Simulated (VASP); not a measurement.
# AlNi3 (Fmmm) in VASP: single point with PBEsol

Aim: the single point of AlNi3 with PBEsol.

Everything below comes from runs of VASP 6.6.1. Logs are shortened: lines on timing, memory, paths and dates and some standing lists are left out, and cuts for length are marked.

## (1) The cell of the first run

The structure is orthorhombic, space group Fmmm (No. 69). Conventional cell: a = 5.282 Å, b = 5.597 Å, c = 5.911 Å, α = 90.00°, β = 90.00°, γ = 90.00°. Al (site symmetry mmm) has 14 Ni at 2.43 to 2.96 Å within 3.2 Å. Within 3.2 Å of Ni (site symmetry 222) lie 4 Al at 2.43 Å and 10 Ni at 2.43 to 2.96 Å. Within 3.2 Å of Ni (site symmetry mmm) lie 8 Ni at 2.43 Å and 6 Al at 2.64 to 2.96 Å.

## (2) Single point, PBEsol (strain +0.0562 x Voigt [1, -1, 0, 0, 0, 0])

The input, INCAR:

```
SYSTEM = AlNi3
ALGO = Fast
EDIFF = 1E-7
ENCUT = 520
GGA = PS
ISIF = 2
ISMEAR = 0
LASPH = .True.
LCHARG = .False.
LREAL = .False.
LWAVE = .False.
NBANDS = 24
NELM = 80
PREC = Accurate
SIGMA = 0.15
```

The input, KPOINTS:

```
k-points
0
Gamma
  14 14 14
  0 0 0
```

The input, POSCAR:

```
AlNi3
1.0
    0.0000000000      2.6411373350      2.7984078565
    2.9556783780      0.0000000000      2.7984078565
    2.9556783780      2.6411373350      0.0000000000
Al Ni
1 3
Direct
    0.5000000000      0.5000000000      0.5000000000
    0.2500000000      0.2500000000      0.2500000000
    0.0000000000      0.0000000000      0.0000000000
    0.7500000000      0.7500000000      0.7500000000
```

Potentials or basis: VASP PAW PBE potentials, release 64 (Al, Ni).

Started as:

```bash
cat potpaw_PBE.64/Al/POTCAR potpaw_PBE.64/Ni/POTCAR > POTCAR
mpirun -np 1 vasp_std > vasp.out
```

OUTCAR:

```text
SYSTEM = AlNi3
   EDIFF = 1E-7
   ENCUT = 520
   GGA = PS
   ISIF = 2
   ISMEAR = 0
   LASPH = .True.
   LREAL = .False.
   NELM = 80
   PREC = Accurate

 ion  position               nearest neighbor table
   1  0.500  0.500  0.500-   2 2.43   2 2.43   4 2.43   4 2.43   2 2.43   2 2.43   4 2.43   4 2.43
                             3 2.64   3 2.64   3 2.80   3 2.80   3 2.96   3 2.96
   2  0.250  0.250  0.250-   3 2.43   1 2.43   3 2.43   1 2.43   3 2.43   3 2.43   1 2.43   1 2.43
                             4 2.64   4 2.64   4 2.80   4 2.80   4 2.96   4 2.96
   3  0.000  0.000  0.000-   4 2.43   2 2.43   4 2.43   2 2.43   4 2.43   4 2.43   2 2.43   2 2.43
                             1 2.64   1 2.64   1 2.80   1 2.80   1 2.96   1 2.96
   4  0.750  0.750  0.750-   1 2.43   1 2.43   3 2.43   3 2.43   1 2.43   1 2.43   3 2.43   3 2.43
                             2 2.64   2 2.64   2 2.80   2 2.80   2 2.96   2 2.96

  LATTYP: Found a face centered orthorhombic cell.
 ALAT       =     5.2822746700
 B/A-ratio  =     1.0595465141
 C/A-ratio  =     1.1190930282

  Lattice vectors:

 A1 = (  -2.9556783780,   0.0000000000,  -2.7984078565)
 A2 = (  -2.9556783780,   2.6411373350,   0.0000000000)
 A3 = (   0.0000000000,   2.6411373350,  -2.7984078565)

Analysis of symmetry for initial positions (statically):
=====================================================================
 Subroutine PRICEL returns:
 Original cell was already a primitive cell.

 Routine SETGRP: Setting up the symmetry group for a
 face centered orthorhombic supercell.

 Subroutine GETGRP returns: Found  8 space group operations
 (whereof  8 operations were pure point group operations)
 out of a pool of  8 trial point group operations.

The static configuration has the point symmetry D_2h.

Analysis of symmetry for dynamics (positions and initial velocities):
=====================================================================
 Subroutine PRICEL returns:
 Original cell was already a primitive cell.

 Routine SETGRP: Setting up the symmetry group for a
 face centered orthorhombic supercell.

 Subroutine GETGRP returns: Found  8 space group operations
 (whereof  8 operations were pure point group operations)
 out of a pool of  8 trial point group operations.

The dynamic configuration has the point symmetry D_2h.

 Subroutine INISYM returns: Found  8 space group operations
 (whereof  8 operations are pure point group operations),
 and found     1 'primitive' translations

----------------------------------------------------------------------------------------

                                     Primitive cell

  volume of cell :      43.6907

  direct lattice vectors                    reciprocal lattice vectors
     0.000000000  2.641137335  2.798407856    -0.169165902  0.189312382  0.178673026
     2.955678378  0.000000000  2.798407856     0.169165902 -0.189312382  0.178673026
     2.955678378  2.641137335  0.000000000     0.169165902  0.189312382 -0.178673026

  length of vectors
     3.847946589  4.070272866  3.963791253     0.310451817  0.310451817  0.310451817

  position of ions in fractional coordinates (direct lattice)
     0.500000000  0.500000000  0.500000000
     0.250000000  0.250000000  0.250000000
     0.000000000  0.000000000  0.000000000
     0.750000000  0.750000000  0.750000000

  ion indices of the primitive-cell ions
   primitive index   ion index
                 1           1
                 2           2
                 3           3
                 4           4

----------------------------------------------------------------------------------------

 KPOINTS: k-points

Automatic generation of k-mesh.
 Grid dimensions read from file:
 generate k-points for:   14   14   14

 Generating k-lattice:

  Cartesian coordinates                     Fractional coordinates (reciprocal lattice)
    -0.012083279  0.013522313  0.012762359     0.071428571 -0.000000000 -0.000000000
     0.012083279 -0.013522313  0.012762359     0.000000000  0.071428571  0.000000000
     0.012083279  0.013522313 -0.012762359     0.000000000  0.000000000  0.071428571

  Length of vectors
     0.022175130  0.022175130  0.022175130

  Shift w.r.t. Gamma in fractional coordinates (k-lattice)
     0.000000000  0.000000000  0.000000000

 Subroutine IBZKPT returns following result:
 ===========================================

 Found    428 irreducible k-points:

 Following reciprocal coordinates:
            Coordinates               Weight
  0.000000  0.000000  0.000000      1.000000
  0.071429  0.000000 -0.000000      8.000000
  0.142857  0.000000 -0.000000      8.000000
  0.214286 -0.000000 -0.000000      8.000000
  0.285714  0.000000  0.000000      8.000000
  0.357143 -0.000000 -0.000000      8.000000
[... 16 lines left out ...]
  0.214286  0.142857 -0.000000      8.000000
  0.285714  0.142857 -0.000000      8.000000
 [... further k-points ...]
   k-points           NKPTS =    428   k-points in BZ     NKDIM =    428   number of bands    NBANDS=     24
   number of dos      NEDOS =    301   number of ions     NIONS =      4
   total plane-waves  NPLWV =  27000
   dimension x,y,z NGX =    30 NGY =   30 NGZ =   30
   dimension x,y,z NGXF=    60 NGYF=   60 NGZF=   60
   ions per type =               1   3
   NGX,Y,Z   is equivalent  to a cutoff of  12.96, 12.25, 12.58 a.u.
   NGXF,Y,Z  is equivalent  to a cutoff of  25.92, 24.51, 25.16 a.u.
 SYSTEM =  AlNi3
   PREC   = accura    normal or accurate (medium, high low for compatibility)
   ISTART =      0    job   : 0-new  1-cont  2-samecut
   ICHARG =      2    charge: 1-file 2-atom 10-const
   ISPIN  =      1    spin polarized calculation?
   LNONCOLLINEAR =      F non collinear calculations
   LSORBIT =      F    spin-orbit coupling
   LASPH  =      T    aspherical Exc in radial PAW
   ENCUT  =  520.0 eV  38.22 Ry    6.18 a.u.   7.15  7.57  7.37*2*pi/ulx,y,z
   NELM   =     80;   NELMIN=  2; NELMDL= -5     # of ELM steps
   EDIFF  = 0.1E-06   stopping-criterion for ELM
   LREAL  =      F    real-space projection
   EDIFFG = 0.1E-05   stopping-criterion for IOM
   NSW    =      0    number of steps for IOM
   IBRION =     -1    ionic relax: 0-MD 1-quasi-New 2-CG
   NFREE  =      0    steps in history (QN), initial steepest desc. (CG)
   ISIF   =      2    stress and relaxation
   ISYM   =      2    0-nonsym 1-usesym 2-fastsym
   POTIM  = 0.5000    time-step for ionic-motion
   TEBEG  =    0.0;   TEEND  =   0.0 temperature during run
   PSTRESS=    0.0 pullay stress
   NELECT =      33.0000    total number of electrons
   NUPDOWN=      -1.0000    fix difference up-down
   EMIN   =  10.00;   EMAX   =-10.00  energy-range for DOS
   EFERMI =   0.00;   METHOD = LEGACY
   ISMEAR =     0;   SIGMA  =   0.15  broadening in eV -4-tet -1-fermi 0-gaus
   EFERMI_NEDOS =   21; number of points for ismear=-14 and -15
   IALGO  =     68    algorithm
   IMIX   =      4    mixing-type and parameters
     AMIX     =   0.40;   BMIX     =  1.00
     AMIX_MAG =   1.60;   BMIX_MAG =  1.00
  volume/ion in A,a.u.               =      10.92        73.71
  Fermi-wavevector in a.u.,A,eV,Ry     =   1.490904  2.817401 30.242969  2.222796
  Thomas-Fermi vector in A             =   2.603627
   LORBIT       =      0    0 simple, 1 ext, 2 COOP (PROOUT), +10 PAW based schemes
   GGA     = PS    functional components
   LHFCALC =     F    Hartree Fock is set to
   AEXX    =    0.0000 exact exchange contribution
   IVDW    =     0    specifies the selected vdW correction
   LEPSILON=     F    determine dielectric tensor
   LRPA    =     F    only Hartree local field effects (RPA)
 non-spin polarized calculation
 RMM-DIIS sequential band-by-band and
 Gauss-broadening in eV      SIGMA  =   0.15
  energy-cutoff  :      520.00
  volume of cell :       43.69
 maximum number of plane-waves:      1193
 NGX is ok and might be reduce to    30
   NGX = 15   NGY = 15   NGZ = 15

 number of electron      33.0000025 magnetization

 Free energy of the ion-electron system (eV)
  ---------------------------------------------------
  ext. energy  EPLUGINS =         0.00000000
  ---------------------------------------------------
  free energy    TOTEN  =       -24.09126424 eV

  energy without entropy =      -24.05921660  energy(sigma->0) =      -24.07524042

 E-fermi :   9.8726     XC(G=0): -13.0002

 val. band max:        9.8712657673   @ k =   0.5000   0.1429   0.0714
 cond. band min:       9.8728649602   @ k =  -0.3571   0.2143   0.4286
 fundamental gap:      0.0015991929
 Fermi energy:         9.8726259813

 k-point     1 :       0.0000    0.0000    0.0000
  band No.  band energies     occupation
      1      -0.3572      2.00000
      2       6.1599      2.00000
      3       6.2962      2.00000
      4       6.3179      2.00000
      5       6.3926      2.00000
      6       6.5111      2.00000
[... 16 lines left out ...]
     23      17.2237      0.00000
     24      17.7914      0.00000

 k-point     2 :       0.0714    0.0000   -0.0000
  band No.  band energies     occupation
      1      -0.2804      2.00000
      2       6.1312      2.00000
      3       6.2661      2.00000
      4       6.3399      2.00000
      5       6.4289      2.00000
      6       6.5488      2.00000
[... 16 lines left out ...]
     23      17.4481      0.00000
     24      18.1097      0.00000

 k-point     3 :       0.1429    0.0000   -0.0000
  band No.  band energies     occupation
      1      -0.0515      2.00000
      2       6.1001      2.00000
      3       6.2040      2.00000
      4       6.2897      2.00000
      5       6.5484      2.00000
      6       6.6724      2.00000
[... 16 lines left out ...]
     23      17.8415      0.00000
     24      18.3387      0.00000
[... 514 lines left out ...]
 k-point    23 :       0.2143    0.1429   -0.0000
  band No.  band energies     occupation
      1       0.3205      2.00000
      2       5.7339      2.00000
      3       6.3674      2.00000
      4       6.5209      2.00000
      5       6.6153      2.00000
      6       6.7805      2.00000
[... 16 lines left out ...]
     23      18.3265      0.00000
     24      19.7653      0.00000

 k-point    24 :       0.2857    0.1429   -0.0000
  band No.  band energies     occupation
      1       0.7368      2.00000
      2       5.5663      2.00000
      3       6.3200      2.00000
      4       6.4898      2.00000
      5       6.7471      2.00000
      6       6.9066      2.00000
[... 16 lines left out ...]
     23      18.3066      0.00000
     24      20.2332      0.00000

 [... further k-points ...]
[... 5 lines left out ...]
  --------------------------------------------------------------------------------------
  -------------------------------------------------------------------------------------
  Total        0.4852607      0.6191384     -0.3162328      0.0000000     -0.0000000      0.0000000
  in kB       17.7949390     22.7043534    -11.5965371      0.0000000     -0.0000000      0.0000000
  external PRESSURE =       9.6342518 kB  Pullay stress =       0.0000000 kB

 VOLUME and BASIS-vectors are now :
 -----------------------------------------------------------------------------
  energy-cutoff  :      520.00
  volume of cell :       43.69
      direct lattice vectors                 reciprocal lattice vectors
     0.000000000  2.641137335  2.798407856    -0.169165902  0.189312382  0.178673026
     2.955678378  0.000000000  2.798407856     0.169165902 -0.189312382  0.178673026
     2.955678378  2.641137335  0.000000000     0.169165902  0.189312382 -0.178673026

 POSITION                                       TOTAL-FORCE (eV/Angst)
 -----------------------------------------------------------------------------------
      2.95568      2.64114      2.79841         0.000000      0.000000      0.000000
      1.47784      1.32057      1.39920        -0.000000     -0.000000     -0.000000
      0.00000      0.00000      0.00000         0.000000      0.000000      0.000000
      4.43352      3.96171      4.19761         0.000000      0.000000      0.000000
 -----------------------------------------------------------------------------------
    total drift:                                0.000000     -0.000000      0.000000

  FREE ENERGIE OF THE ION-ELECTRON SYSTEM (eV)
  ---------------------------------------------------
  free  energy   TOTEN  =       -24.0912642353 eV

  energy  without entropy=      -24.0592166022  energy(sigma->0) =      -24.07524042
```

Run time: 7.5 min. Hardware: 1 thread of Intel Xeon 6975P-C, shared host; peak memory 0.47 GiB.

What came out:

| Property | Result |
| --- | --- |
| Free energy | -24.0913 eV |
| Pressure | 1.0 GPa |

Stress tensor (GPa, compression positive):
```
 1.78  0.00  0.00
 0.00  2.27  0.00
 0.00  0.00 -1.16
```

Caveat: the cell differs from its parent crystal (strain +0.0562 x Voigt [1, -1, 0, 0, 0, 0]); the PAW data sets were made with another functional, which shifts forces and pressure a little. Spin polarisation is off, so any magnetic state and its effect on volume and gap are missing.
